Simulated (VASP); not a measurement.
# PbS (Fm-3m) in VASP: notebook

The runs below take PbS through single point, with PBE.

Everything below comes from runs of VASP 6.6.1. Logs are shortened: lines on timing, memory, paths and dates and some standing lists are left out, and cuts for length are marked.

### 1 The cell of the first run

It takes space group Fm-3m (No. 225, cubic). The conventional cell has a = 6.154 Å, b = 6.154 Å, c = 6.154 Å, α = 90.00°, β = 90.00°, γ = 90.00°. Pb (site symmetry m-3m) has 6 S at 3.08 Å within 4.0 Å. Within 4.0 Å of S (site symmetry m-3m) lie 6 Pb at 3.08 Å.

### 2 Single point, PBE (strain +3.0%)

File INCAR:

```
SYSTEM = PbS
  ALGO = Normal
  EDIFF = 1E-6
  ENCUT = 500
  GGA = PE
  GGA_COMPAT = .False.
  ISIF = 2
  ISMEAR = 0
  LASPH = .True.
  LCHARG = .False.
  LREAL = .False.
  LWAVE = .False.
  NBANDS = 17
  NELM = 120
  PREC = Accurate
  SIGMA = 0.01
```

File KPOINTS:

```
k-points
0
Gamma
  4 4 4
  0 0 0
```

File POSCAR:

```
PbS
1.0
    0.0000000000      3.0768496565      3.0768496565
    3.0768496565      0.0000000000      3.0768496565
    3.0768496565      3.0768496565      0.0000000000
Pb S
1 1
Direct
    0.0000000000      0.0000000000      0.0000000000
    0.5000000000      0.5000000000      0.5000000000
```

Potentials or basis: VASP PAW PBE potentials, release 64 (Pb_d, S).

Command:

```bash
$ cat potpaw_PBE.64/Pb_d/POTCAR potpaw_PBE.64/S/POTCAR > POTCAR
$ mpirun -np 1 vasp_std > vasp.out
```

OUTCAR:

```text
SYSTEM = PbS
   EDIFF = 1E-6
   ENCUT = 500
   GGA = PE
   ISIF = 2
   ISMEAR = 0
   LASPH = .True.
   LREAL = .False.
   NELM = 120
   PREC = Accurate

 ion  position               nearest neighbor table
   1  0.000  0.000  0.000-   2 3.08   2 3.08   2 3.08   2 3.08   2 3.08   2 3.08
   2  0.500  0.500  0.500-   1 3.08   1 3.08   1 3.08   1 3.08   1 3.08   1 3.08

  LATTYP: Found a face centered cubic cell.
 ALAT       =     6.1536993130

  Lattice vectors:

 A1 = (   0.0000000000,   3.0768496565,   3.0768496565)
 A2 = (   3.0768496565,   0.0000000000,   3.0768496565)
 A3 = (   3.0768496565,   3.0768496565,   0.0000000000)

Analysis of symmetry for initial positions (statically):
=====================================================================
 Subroutine PRICEL returns:
 Original cell was already a primitive cell.

 Routine SETGRP: Setting up the symmetry group for a
 face centered cubic supercell.

 Subroutine GETGRP returns: Found 48 space group operations
 (whereof 48 operations were pure point group operations)
 out of a pool of 48 trial point group operations.

The static configuration has the point symmetry O_h .

Analysis of symmetry for dynamics (positions and initial velocities):
=====================================================================
 Subroutine PRICEL returns:
 Original cell was already a primitive cell.

 Routine SETGRP: Setting up the symmetry group for a
 face centered cubic supercell.

 Subroutine GETGRP returns: Found 48 space group operations
 (whereof 48 operations were pure point group operations)
 out of a pool of 48 trial point group operations.

The dynamic configuration has the point symmetry O_h .

 Subroutine INISYM returns: Found 48 space group operations
 (whereof 48 operations are pure point group operations),
 and found     1 'primitive' translations

----------------------------------------------------------------------------------------

                                     Primitive cell

  volume of cell :      58.2571

  direct lattice vectors                    reciprocal lattice vectors
     0.000000000  3.076849656  3.076849656    -0.162503878  0.162503878  0.162503878
     3.076849656  0.000000000  3.076849656     0.162503878 -0.162503878  0.162503878
     3.076849656  3.076849656  0.000000000     0.162503878  0.162503878 -0.162503878

  length of vectors
     4.351322514  4.351322514  4.351322514     0.281464972  0.281464972  0.281464972

  position of ions in fractional coordinates (direct lattice)
     0.000000000  0.000000000  0.000000000
     0.500000000  0.500000000  0.500000000

  ion indices of the primitive-cell ions
   primitive index   ion index
                 1           1
                 2           2

----------------------------------------------------------------------------------------

 KPOINTS: k-points

Automatic generation of k-mesh.
 Grid dimensions read from file:
 generate k-points for:    4    4    4

 Generating k-lattice:

  Cartesian coordinates                     Fractional coordinates (reciprocal lattice)
    -0.040625969  0.040625969  0.040625969     0.250000000  0.000000000  0.000000000
     0.040625969 -0.040625969  0.040625969     0.000000000  0.250000000  0.000000000
     0.040625969  0.040625969 -0.040625969     0.000000000  0.000000000  0.250000000

  Length of vectors
     0.070366243  0.070366243  0.070366243

  Shift w.r.t. Gamma in fractional coordinates (k-lattice)
     0.000000000  0.000000000  0.000000000

 Subroutine IBZKPT returns following result:
 ===========================================

 Found      8 irreducible k-points:

 Following reciprocal coordinates:
            Coordinates               Weight
  0.000000  0.000000  0.000000      1.000000
  0.250000  0.000000  0.000000      8.000000
  0.500000  0.000000  0.000000      4.000000
  0.250000  0.250000  0.000000      6.000000
  0.500000  0.250000  0.000000     24.000000
 -0.250000  0.250000  0.000000     12.000000
  0.500000  0.500000  0.000000      3.000000
 -0.250000  0.500000  0.250000      6.000000
   k-points           NKPTS =      8   k-points in BZ     NKDIM =      8   number of bands    NBANDS=     17
   number of dos      NEDOS =    301   number of ions     NIONS =      2
   total plane-waves  NPLWV =  32768
   dimension x,y,z NGX =    32 NGY =   32 NGZ =   32
   dimension x,y,z NGXF=    64 NGYF=   64 NGZF=   64
   ions per type =               1   1
   NGX,Y,Z   is equivalent  to a cutoff of  12.23, 12.23, 12.23 a.u.
   NGXF,Y,Z  is equivalent  to a cutoff of  24.45, 24.45, 24.45 a.u.
 SYSTEM =  PbS
   PREC   = accura    normal or accurate (medium, high low for compatibility)
   ISTART =      0    job   : 0-new  1-cont  2-samecut
   ICHARG =      2    charge: 1-file 2-atom 10-const
   ISPIN  =      1    spin polarized calculation?
   LNONCOLLINEAR =      F non collinear calculations
   LSORBIT =      F    spin-orbit coupling
   LASPH  =      T    aspherical Exc in radial PAW
   ENCUT  =  500.0 eV  36.75 Ry    6.06 a.u.   7.93  7.93  7.93*2*pi/ulx,y,z
   NELM   =    120;   NELMIN=  2; NELMDL= -5     # of ELM steps
   EDIFF  = 0.1E-05   stopping-criterion for ELM
   LREAL  =      F    real-space projection
[... 7 lines left out ...]
   TEBEG  =    0.0;   TEEND  =   0.0 temperature during run
   PSTRESS=    0.0 pullay stress
   NELECT =      20.0000    total number of electrons
   NUPDOWN=      -1.0000    fix difference up-down
   EMIN   =  10.00;   EMAX   =-10.00  energy-range for DOS
   EFERMI =   0.00;   METHOD = LEGACY
   ISMEAR =     0;   SIGMA  =   0.01  broadening in eV -4-tet -1-fermi 0-gaus
   EFERMI_NEDOS =   21; number of points for ismear=-14 and -15
   IALGO  =     38    algorithm
   IMIX   =      4    mixing-type and parameters
     AMIX     =   0.40;   BMIX     =  1.00
     AMIX_MAG =   1.60;   BMIX_MAG =  1.00
  volume/ion in A,a.u.               =      29.13       196.57
  Fermi-wavevector in a.u.,A,eV,Ry     =   1.146309  2.166211 17.878402  1.314025
  Thomas-Fermi vector in A             =   2.282994
   LORBIT       =      0    0 simple, 1 ext, 2 COOP (PROOUT), +10 PAW based schemes
   GGA     = PE    functional components
   LHFCALC =     F    Hartree Fock is set to
   AEXX    =    0.0000 exact exchange contribution
   IVDW    =     0    specifies the selected vdW correction
   LEPSILON=     F    determine dielectric tensor
   LRPA    =     F    only Hartree local field effects (RPA)
 non-spin polarized calculation
 Gauss-broadening in eV      SIGMA  =   0.01
  energy-cutoff  :      500.00
  volume of cell :       58.26
 maximum number of plane-waves:      1480
   NGX = 15   NGY = 15   NGZ = 15

 number of electron      19.9999994 magnetization

 Free energy of the ion-electron system (eV)
  ---------------------------------------------------
  ext. energy  EPLUGINS =         0.00000000
  ---------------------------------------------------
  free energy    TOTEN  =        -8.71548272 eV

  energy without entropy =       -8.71548272  energy(sigma->0) =       -8.71548272

 E-fermi :   4.4255     XC(G=0):  -9.1747

 val. band max:        4.3635934716   @ k =   0.5000   0.0000   0.0000
 cond. band min:       5.0671136749   @ k =   0.5000   0.0000   0.0000
 fundamental gap:      0.7035202033
 Fermi energy:         4.4255475682

 k-point     1 :       0.0000    0.0000    0.0000
  band No.  band energies     occupation
      1     -12.2379      2.00000
      2     -12.2379      2.00000
      3     -12.2379      2.00000
      4     -12.2195      2.00000
      5     -12.2195      2.00000
      6      -8.2185      2.00000
      7      -1.7779      2.00000
      8       2.7986      2.00000
      9       2.7986      2.00000
     10       2.7986      2.00000
     11       9.3329      0.00000
     12       9.3329      0.00000
     13       9.3329      0.00000
     14      11.4393      0.00000
     15      11.4393      0.00000
     16      11.4393      0.00000
     17      13.0504      0.00000

 k-point     2 :       0.2500    0.0000    0.0000
  band No.  band energies     occupation
      1     -12.2359      2.00000
      2     -12.2353      2.00000
      3     -12.2353      2.00000
      4     -12.2165      2.00000
      5     -12.2165      2.00000
      6      -7.8054      2.00000
      7      -2.7828      2.00000
      8       2.9288      2.00000
      9       2.9288      2.00000
     10       3.4756      2.00000
     11       6.8246      0.00000
     12       7.7046      0.00000
     13       7.7046      0.00000
     14      11.4373      0.00000
     15      12.5713      0.00000
     16      12.5713      0.00000
     17      15.7622      0.00000

 k-point     3 :       0.5000    0.0000    0.0000
  band No.  band energies     occupation
      1     -12.2422      2.00000
      2     -12.2422      2.00000
      3     -12.2342      2.00000
      4     -12.2038      2.00000
      5     -12.2038      2.00000
      6      -7.2305      2.00000
      7      -3.8254      2.00000
      8       3.1158      2.00000
      9       3.1158      2.00000
     10       4.3636      2.00000
     11       5.0671      0.00000
     12       6.6156      0.00000
     13       6.6156      0.00000
     14      12.9642      0.00000
     15      14.7280      0.00000
     16      14.7280      0.00000
     17      14.7806      0.00000

 k-point     4 :       0.2500    0.2500    0.0000
  band No.  band energies     occupation
      1     -12.2513      2.00000
      2     -12.2457      2.00000
      3     -12.2187      2.00000
      4     -12.2187      2.00000
      5     -12.2111      2.00000
      6      -7.6657      2.00000
      7      -2.6315      2.00000
      8       2.2216      2.00000
      9       2.2216      2.00000
     10       3.0662      2.00000
     11       6.8643      0.00000
     12       9.1577      0.00000
     13       9.1577      0.00000
     14       9.6017      0.00000
     15      14.1453      0.00000
     16      14.2801      0.00000
     17      14.3559      0.00000

 k-point     5 :       0.5000    0.2500    0.0000
  band No.  band energies     occupation
      1     -12.2686      2.00000
      2     -12.2376      2.00000
      3     -12.2219      2.00000
      4     -12.2124      2.00000
      5     -12.2019      2.00000
      6      -7.1046      2.00000
      7      -3.3056      2.00000
      8       1.3750      2.00000
      9       2.2632      2.00000
     10       2.6134      2.00000
     11       7.3081      0.00000
     12       8.1879      0.00000
     13       8.5641      0.00000
     14      10.8708      0.00000
     15      14.8183      0.00000
     16      15.3099      0.00000
     17      15.7587      0.00000

 k-point     6 :      -0.2500    0.2500    0.0000
  band No.  band energies     occupation
      1     -12.2483      2.00000
      2     -12.2285      2.00000
      3     -12.2279      2.00000
      4     -12.2174      2.00000
      5     -12.2146      2.00000
      6      -7.2891      2.00000
      7      -3.3427      2.00000
      8       1.4602      2.00000
      9       3.0192      2.00000
     10       3.7845      2.00000
     11       5.9796      0.00000
     12       6.9884      0.00000
     13       8.6936      0.00000
     14      12.9244      0.00000
     15      12.9636      0.00000
     16      14.1562      0.00000
     17      14.9695      0.00000

 k-point     7 :       0.5000    0.5000    0.0000
  band No.  band energies     occupation
      1     -12.3037      2.00000
      2     -12.2536      2.00000
      3     -12.2027      2.00000
      4     -12.1986      2.00000
      5     -12.1986      2.00000
      6      -6.9576      2.00000
      7      -2.6227      2.00000
      8       0.1541      2.00000
      9       1.6930      2.00000
     10       1.6930      2.00000
     11       8.7679      0.00000
     12       9.6536      0.00000
     13       9.7193      0.00000
     14       9.7193      0.00000
     15      15.5280      0.00000
     16      16.0405      0.00000
     17      16.7684      0.00000

 k-point     8 :      -0.2500    0.5000    0.2500
  band No.  band energies     occupation
      1     -12.2786      2.00000
      2     -12.2267      2.00000
      3     -12.2267      2.00000
      4     -12.2173      2.00000
      5     -12.1986      2.00000
      6      -6.9165      2.00000
      7      -3.1465      2.00000
      8       0.8319      2.00000
      9       0.8319      2.00000
     10       3.6593      2.00000
     11       6.6908      0.00000
     12       9.0429      0.00000
     13       9.0429      0.00000
     14      12.4623      0.00000
     15      12.4623      0.00000
     16      16.0822      0.00000
     17      16.7822      0.00000

------------------------ aborting loop because EDIFF is reached ----------------------------------------

  FORCE on cell =-STRESS in cart. coord.  units (eV):
  Direction    XX          YY          ZZ          XY          YZ          ZX
  --------------------------------------------------------------------------------------
  -------------------------------------------------------------------------------------
  Total       -1.1777317     -1.1777317     -1.1777317     -0.0000000      0.0000000     -0.0000000
  in kB      -32.3897891    -32.3897891    -32.3897891     -0.0000000      0.0000000     -0.0000000
  external PRESSURE =     -32.3897891 kB  Pullay stress =       0.0000000 kB

 VOLUME and BASIS-vectors are now :
 -----------------------------------------------------------------------------
  energy-cutoff  :      500.00
  volume of cell :       58.26
      direct lattice vectors                 reciprocal lattice vectors
     0.000000000  3.076849656  3.076849656    -0.162503878  0.162503878  0.162503878
     3.076849656  0.000000000  3.076849656     0.162503878 -0.162503878  0.162503878
     3.076849656  3.076849656  0.000000000     0.162503878  0.162503878 -0.162503878

 POSITION                                       TOTAL-FORCE (eV/Angst)
 -----------------------------------------------------------------------------------
      0.00000      0.00000      0.00000         0.000000      0.000000      0.000000
      3.07685      3.07685      3.07685         0.000000     -0.000000     -0.000000
 -----------------------------------------------------------------------------------
    total drift:                                0.000000     -0.000000     -0.000000

  FREE ENERGIE OF THE ION-ELECTRON SYSTEM (eV)
  ---------------------------------------------------
  free  energy   TOTEN  =        -8.7154827238 eV

  energy  without entropy=       -8.7154827238  energy(sigma->0) =       -8.71548272
```

Wall time 7.8 s (1 thread of Intel Xeon Platinum 8259CL at 2.50GHz (Skylake/Cascade Lake), shared host); peak memory 0.17 GiB.

What came out:

| Property | Result |
| --- | --- |
| Free energy | -8.7155 eV |
| Pressure | -3.2 GPa |
| Band gap on the k mesh | 0.70 eV |

Caveat: the k points lie up to 0.44 Å⁻¹ apart; the cell differs from its parent crystal (strain +3.0%); spin-orbit coupling is left out, which moves the levels of the heavy elements. A k mesh can miss the band edges.

### 3 Single point, PBE (strain +4.0%)

File INCAR:

```
  ALGO = Normal
  EDIFF = 1E-6
  ENCUT = 500
  GGA = PE
  GGA_COMPAT = False
  ISIF = 2
  ISMEAR = 0
  LASPH = True
  LCHARG = False
  LREAL = False
  LWAVE = False
  NBANDS = 17
  NELM = 120
  PREC = Accurate
  SIGMA = 0.01
```

File KPOINTS:

```
k-points
0
Gamma
  4 4 4
```

File POSCAR:

```
PbS
1.0
    0.0000000000      3.1067219832      3.1067219832
    3.1067219832      0.0000000000      3.1067219832
    3.1067219832      3.1067219832      0.0000000000
Pb S
1 1
Direct
    0.0000000000      0.0000000000      0.0000000000
    0.5000000000      0.5000000000      0.5000000000
```

Potentials or basis: VASP PAW PBE potentials, release 64 (Pb_d, S).

Command:

```bash
$ cat potpaw_PBE.64/Pb_d/POTCAR potpaw_PBE.64/S/POTCAR > POTCAR
$ mpirun -np 1 vasp_std > vasp.out
```

OUTCAR:

```text
EDIFF = 1E-6
   ENCUT = 500
   GGA = PE
   ISIF = 2
   ISMEAR = 0
   LASPH = True
   LREAL = False
   NELM = 120
   PREC = Accurate

 ion  position               nearest neighbor table
   1  0.000  0.000  0.000-   2 3.11   2 3.11   2 3.11   2 3.11   2 3.11   2 3.11
   2  0.500  0.500  0.500-   1 3.11   1 3.11   1 3.11   1 3.11   1 3.11   1 3.11

  LATTYP: Found a face centered cubic cell.
 ALAT       =     6.2134439664

  Lattice vectors:

 A1 = (   0.0000000000,   3.1067219832,   3.1067219832)
[... 327 lines left out ...]
------------------------ aborting loop because EDIFF is reached ----------------------------------------

  FORCE on cell =-STRESS in cart. coord.  units (eV):
  Direction    XX          YY          ZZ          XY          YZ          ZX
  --------------------------------------------------------------------------------------
  -------------------------------------------------------------------------------------
  Total       -1.5995853     -1.5995853     -1.5995853      0.0000000      0.0000000      0.0000000
  in kB      -42.7347159    -42.7347159    -42.7347159      0.0000000      0.0000000      0.0000000
  external PRESSURE =     -42.7347159 kB  Pullay stress =       0.0000000 kB

 VOLUME and BASIS-vectors are now :
 -----------------------------------------------------------------------------
  energy-cutoff  :      500.00
  volume of cell :       59.97
      direct lattice vectors                 reciprocal lattice vectors
     0.000000000  3.106721983  3.106721983    -0.160941340  0.160941340  0.160941340
     3.106721983  0.000000000  3.106721983     0.160941340 -0.160941340  0.160941340
     3.106721983  3.106721983  0.000000000     0.160941340  0.160941340 -0.160941340

 POSITION                                       TOTAL-FORCE (eV/Angst)
 -----------------------------------------------------------------------------------
      0.00000      0.00000      0.00000        -0.000000      0.000000      0.000000
      3.10672      3.10672      3.10672         0.000000     -0.000000     -0.000000
 -----------------------------------------------------------------------------------
    total drift:                                0.000000     -0.000000     -0.000000

  FREE ENERGIE OF THE ION-ELECTRON SYSTEM (eV)
  ---------------------------------------------------
  free  energy   TOTEN  =        -8.6759168495 eV

  energy  without entropy=       -8.6759168495  energy(sigma->0) =       -8.67591685
```

It took 8 s on 1 thread of Intel Xeon Platinum 8259CL at 2.50GHz (Skylake/Cascade Lake), shared host; peak memory 0.17 GiB.

Results:

```
Free energy            : -8.6759 eV
Pressure               : -4.3 GPa
Band gap on the k mesh : 0.77 eV
```

Caveat: the k points lie up to 0.44 Å⁻¹ apart; the cell differs from its parent crystal (strain +4.0%); spin-orbit coupling is left out, which moves the levels of the heavy elements. A k mesh can miss the band edges.
